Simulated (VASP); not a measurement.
ZnS:

```
Zn S
1.0
     0.00000    2.53102    2.53102
     2.53102    0.00000    2.53102
     2.53102    2.53102    0.00000
Zn S
1 1
Direct
  0.00000 0.00000 0.00000
  0.50000 0.50000 0.50000
```

Base run:

```yaml
Program: VASP 6.6.1
Functional: PBEsol
Dispersion: D4
Potentials_or_basis: VASP PAW PBE potentials, release 64 (Zn, S)
Cutoff: 500 eV
k_mesh: 6 × 6 × 6
Occupations: fermi-dirac, width 0.02 eV
Spin: no spin polarisation
```

Its results: band gap on the k mesh zero (band 9 reaches 3.97 eV, above the bottom of band 10 at 3.58 eV); pressure -4.1 GPa.

Question: After a change of settings the same cell gave: band gap on the k mesh zero (band 9 reaches 3.97 eV, above the bottom of band 10 at 3.58 eV); pressure -5.3 GPa. Which change was it?
A. dispersion from D4 to none; k mesh from 6 × 6 × 6 to 5 × 5 × 5
B. dispersion from D4 to D3(BJ)
C. dispersion from D4 to none; occupations from fermi-dirac, width 0.02 eV to fermi-dirac, width 0.05 eV

Answer: B.

Caveats: the PAW data sets were made with another functional, which shifts forces and pressure a little; pairwise dispersion overbinds metals, which lowers pressure and volume.
